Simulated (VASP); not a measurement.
Here is a VASP 6.6.1 calculation.

The input INCAR:

```
ALGO = Normal
EDIFF = 1E-7
EDIFFG = -0.05
ENCUT = 600
GGA = CA
GGA_COMPAT = False
IBRION = 2
ISIF = 3
ISMEAR = 0
LASPH = True
LCHARG = False
LREAL = False
LWAVE = False
NELM = 120
NELMIN = 4
NSW = 100
PREC = Accurate
SIGMA = 0.1
```

Contents of KPOINTS:

```
k-points
0
Gamma
  8 8 8
```

File POSCAR:

```
HfC
1.0
    0.0000000000      2.3171388400      2.3171388400
    2.3171388400      0.0000000000      2.3171388400
    2.3171388400      2.3171388400      0.0000000000
Hf C
1 1
Direct
    0.0000000000      0.0000000000      0.0000000000
    0.5000000000      0.5000000000      0.5000000000
```

Potentials or basis: VASP PAW LDA potentials, release 64 (Hf_pv, C).

The run is started by

```sh
$ cat potpaw_LDA.64/Hf_pv/POTCAR potpaw_LDA.64/C/POTCAR > POTCAR
$ mpirun -np 1 vasp_std > vasp.out
```

(1) What does it give for the band gap on the k mesh?

(2) Predict the relaxed cell.

(3) Predict the relaxed volume.

(4) What does it give for the space group after relaxing (to 0.05 Å)?

## Answers

(1) zero (band 7 reaches 7.28 eV, above the bottom of band 8 at 5.82 eV).

(2) a = 3.236 Å, b = 3.236 Å, c = 3.236 Å, α = 60.00°, β = 60.00°, γ = 60.00°.

(3) 11.99 Å³/atom.

(4) Fm-3m (No. 225).

Caveat: spin-orbit coupling is left out, which moves the levels of the heavy elements.
